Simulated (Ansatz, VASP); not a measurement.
## One calculation of CsCdCl3, two programs

File INCAR:

```
ALGO = Normal ; EDIFF = 1E-6
ENCUT = 520 ; GGA = CA
ISIF = 2 ; ISMEAR = 0
LASPH = T ; LCHARG = T
LELF = T ; LREAL = F
LVHAR = T ; LWAVE = F
NBANDS = 29 ; NELM = 80
PREC = Accurate ; SIGMA = 0.02
```

File KPOINTS:

```
k-points
0
Gamma
  6 6 6
```

Contents of POSCAR:

```
CsCdCl3
1.0
    5.2124367812      0.0000000000      0.0000000000
    0.0000000000      5.2124367812      0.0000000000
    0.0000000000      0.0000000000      5.2124367812
Cs Cd Cl
1 1 3
Direct
    0.0000000000      0.0000000000      0.0000000000
    0.5000000000      0.5000000000      0.5000000000
    0.0000000000      0.5000000000      0.5000000000
    0.5000000000      0.0000000000      0.5000000000
    0.5000000000      0.5000000000      0.0000000000
```

Input for Ansatz:

```yaml
crystal:
  lattice:
    - [5.2124367812, 0.0, 0.0]
    - [0.0, 5.2124367812, 0.0]
    - [0.0, 0.0, 5.2124367812]
  atoms:
    - { symbol: Cs, position: [0.0, 0.0, 0.0] }
    - { symbol: Cd, position: [0.5, 0.5, 0.5] }
    - { symbol: Cl, position: [0.0, 0.5, 0.5] }
    - { symbol: Cl, position: [0.5, 0.0, 0.5] }
    - { symbol: Cl, position: [0.5, 0.5, 0.0] }
basis:
  ecutwfc: 420
kpoints:
  mp_grid: { grid: [6, 6, 6] }
hamiltonian:
  xc: lda
scf:
  occupations: { method: gaussian, width: 0.02 }
output:
  forces: true
  stress: true
  eigenvalues: true
```

Alike in both runs: task single point; functional LDA; k mesh 6 × 6 × 6; occupations gaussian, width 0.02 eV; no spin polarisation.

```csv
,VASP,Ansatz
version,VASP 6.6.1,Ansatz 0.2.0
potentials or method,"VASP PAW LDA potentials, release 64 (Cs_sv, Cd, Cl), cutoff 520 eV","scalar-relativistic, plane waves, PAW"
valence electrons in the cell,42,50
```

```csv
,VASP,Ansatz,Ansatz less VASP
gap on the k mesh at the Fermi level (eV),1.53,1.50,-0.027
least direct gap on the mesh (eV),2.09,2.07,-0.022
pressure (GPa),-1.9,-2.1,-0.21
```

LDA's correlation is that of Perdew and Zunger in VASP and of Perdew and Wang (1992) in Ansatz. VASP's potentials hold 42 valence electrons a cell and Ansatz's 50, so a difference there can come from the potentials and not from the codes.

Neither program's run includes spin-orbit coupling.
